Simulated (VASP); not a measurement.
Here is a VASP 6.6.1 calculation.

File INCAR:

```
SYSTEM = MnO
  PREC = Accurate
  ENCUT = 520
  EDIFF = 1E-7
  ISMEAR = -1
  SIGMA = 0.05
  LREAL = .FALSE.
  LASPH = .TRUE.
  NELM = 150
  ALGO = Normal
  ISIF = 2
  LWAVE = .FALSE.
  LCHARG = .TRUE.
  ISPIN = 2
  MAGMOM = 4 4 0 0
  LORBIT = 11
  LMAXMIX = 4
  GGA = PE
  LELF = .TRUE.
  LVHAR = .TRUE.
  NBANDS = 31
```

The input KPOINTS:

```
Automatic mesh
0
G
  8 8 6
  0 0 0
```

POSCAR

```
MnO
1.0
    3.2796475281      0.0000000000      0.0000000000
    0.0000000000      3.2796475281      0.0000000000
    0.0000000000      0.0000000000      4.8020303372
Mn O
2 2
Direct
    0.0000000000      0.0000000000      0.0000000000
    0.5000000000      0.5000000000      0.0000000000
    0.5000000000      0.0000000000      0.2670000000
    0.0000000000      0.5000000000      0.7330000000
```

Potentials or basis: VASP PAW PBE potentials, release 64 (Mn_pv, O).

The run is started by

```bash
$ cat potpaw_PBE.64/Mn_pv/POTCAR potpaw_PBE.64/O/POTCAR > POTCAR
$ mpirun -np 1 vasp_std > vasp.out
```

(1) Predict the pressure.

(2) What does it give for the largest force?

Results:

(1) -14.0 GPa.

(2) 2.867 eV/Å.

Caveat: the cell stands under tension; only a ferromagnetic start was run, and an antiferromagnetic order may lie lower in energy; forces of over 1 eV/Å act on the atoms, so gaps and moduli don't describe the material at rest.
